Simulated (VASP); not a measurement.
A run of VASP 6.6.1:

Contents of INCAR:

```
SYSTEM = LaO6
ALGO = Normal ; EDIFF = 1E-6
ENCUT = 910 ; GGA = PE
GGA_COMPAT = .False. ; ISIF = 2
ISMEAR = 0 ; LASPH = .True.
LCHARG = .False. ; LMAXMIX = 6
LREAL = .False. ; LWAVE = .False.
NBANDS = 32 ; NELM = 200
PREC = Accurate ; SIGMA = 0.1
```

KPOINTS

```
k-points
0
Gamma
  8 8 8
  0 0 0
```

Contents of POSCAR:

```
LaO6
1.0
    4.6930219053      0.0000000000      0.0000000000
    0.0000000000      4.6930219053      0.0000000000
    0.0000000000      0.0000000000      4.6930219053
La O
1 6
Direct
    0.0000000000      0.0000000000      0.0000000000
    0.8595631389      0.5000000000      0.5000000000
    0.1404368611      0.5000000000      0.5000000000
    0.5000000000      0.5000000000      0.8595631389
    0.5000000000      0.5000000000      0.1404368611
    0.5000000000      0.1404368611      0.5000000000
    0.5000000000      0.8595631389      0.5000000000
```

Potentials or basis: VASP PAW PBE potentials, release 64 (La, O_h).

The run is started by

```sh
$ cat potpaw_PBE.64/La/POTCAR potpaw_PBE.64/O_h/POTCAR > POTCAR
$ mpirun -np 1 vasp_std > vasp.out
```

Hardware: 1 thread of Intel(R) Xeon(R) 6975P-C (Granite Rapids), on a shared host.

Question: How long does it take, and how much memory?

Answer: It took 7.9 min on 1 thread of Intel(R) Xeon(R) 6975P-C (Granite Rapids), on a shared host, peak memory 0.48 GiB. Counts: scf iterations 33, k points 35.
